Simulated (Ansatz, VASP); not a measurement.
One calculation of Mo, two programs

INCAR

```
  PREC = Accurate
  ENCUT = 520
  EDIFF = 1E-7
  ISMEAR = 0
  SIGMA = 0.1
  LREAL = F
  LASPH = T
  NELM = 100
  ALGO = Fast
  ISIF = 2
  LWAVE = F
  LCHARG = T
  GGA = PE
  LELF = T
  LVHAR = T
  NBANDS = 21
```

The input KPOINTS:

```
Automatic mesh
0
Gamma
  16 16 16
```

Contents of POSCAR:

```
Mo
1.0
    3.2870262715      0.0000000000      0.0000000000
    0.0000000000      3.2870262715      0.0000000000
    0.0000000000      0.0000000000      3.2870262715
Mo
2
Direct
    0.0000000000      0.0000000000      0.0000000000
    0.5000000000      0.5000000000      0.5000000000
```

Input for Ansatz:

```yaml
crystal:
  lattice:
    - [3.2870262715, 0.0, 0.0]
    - [0.0, 3.2870262715, 0.0]
    - [0.0, 0.0, 3.2870262715]
  atoms:
    - { symbol: Mo, position: [0.0, 0.0, 0.0] }
    - { symbol: Mo, position: [0.5, 0.5, 0.5] }
basis:
  ecutwfc: 420
kpoints:
  mp_grid: { grid: [16, 16, 16] }
hamiltonian:
  xc: pbe
scf:
  occupations: { method: gaussian, width: 0.1 }
output:
  forces: true
  stress: true
  eigenvalues: true
  write_density: true
  write_potential: true
  elf: true
  volumetric_format: npy
```

Change from the starting cell: equal strain along all axes, cell held, atoms relaxed: +4.0 %.

Alike in both runs: task single point; functional PBE; k mesh 16 × 16 × 16; occupations gaussian, width 0.1 eV; no spin polarisation.

```csv
,VASP,Ansatz
version,VASP 6.6.1,Ansatz 0.2.0
potentials or method,"VASP PAW PBE potentials, release 64 (Mo_sv), cutoff 520 eV","scalar-relativistic, plane waves, PAW"
valence electrons in the cell,28,28
```

|  | VASP | Ansatz | Ansatz less VASP |
| --- | --- | --- | --- |
| gap on the k mesh at the Fermi level (eV) | none | none | - |
| pressure (GPa) | -23.4 | -23.7 | -0.30 |

A gap of «none» marks a metal or a gap that the smearing closes.
